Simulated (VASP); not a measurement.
Here is a VASP 6.6.1 calculation.

INCAR

```
SYSTEM = Na2S
ALGO     = Normal         ! electronic algorithm
EDIFF    = 1E-7           ! SCF threshold, eV
EDIFFG   = -0.005         ! ionic threshold
ENCUT    = 500            ! plane-wave cutoff, eV
GGA_COMPAT= .False.      
IBRION   = 2              ! ionic algorithm
ISIF     = 3              ! what is computed and relaxed
ISMEAR   = 0              ! smearing method
LASPH    = .True.         ! aspherical terms in the spheres
LCHARG   = .False.        ! write CHGCAR
LREAL    = .False.        ! projectors in reciprocal space
LWAVE    = .False.        ! write WAVECAR
NELM     = 120            ! most SCF steps
NELMIN   = 4            
NSW      = 100            ! ionic steps
PREC     = Accurate       ! precision mode
SIGMA    = 0.02           ! smearing width, eV
```

Contents of KPOINTS:

```
k-points
0
Gamma
  8 8 8
  0 0 0
```

Contents of POSCAR:

```
Na2S
1.0
    0.0000000000      3.2630000000      3.2630000000
    3.2630000000      0.0000000000      3.2630000000
    3.2630000000      3.2630000000      0.0000000000
Na S
2 1
Direct
    0.2500000000      0.2500000000      0.2500000000
    0.7500000000      0.7500000000      0.7500000000
    0.0000000000      0.0000000000      0.0000000000
```

Potentials or basis: VASP PAW LDA potentials, release 64 (Na_pv, S).

Launch:

```console
$ cat potpaw_LDA.64/Na_pv/POTCAR potpaw_LDA.64/S/POTCAR > POTCAR
$ mpirun -np 1 vasp_std > vasp.out
```

Q: Estimate the relaxed cell.

A: a = 4.517 Å, b = 4.517 Å, c = 4.517 Å, α = 60.00°, β = 60.00°, γ = 60.00°.

Q: Estimate the band gap on the k mesh.

A: 2.48 eV, direct.

Q: Estimate the relaxed volume.

A: 21.73 Å³/atom.

Final structure:
```xyz
3
Lattice="0.0000 3.1942 3.1942 3.1942 0.0000 3.1942 3.1942 3.1942 0.0000" Properties=species:S:1:pos:R:3 pbc="T T T"
Na    1.5971    1.5971    1.5971
Na    4.7913    4.7913    4.7913
S     0.0000    0.0000    0.0000
```

LDA gaps usually lie below the measured ones, often by a third to a half. Zero-point motion and thermal expansion aren't in these numbers.
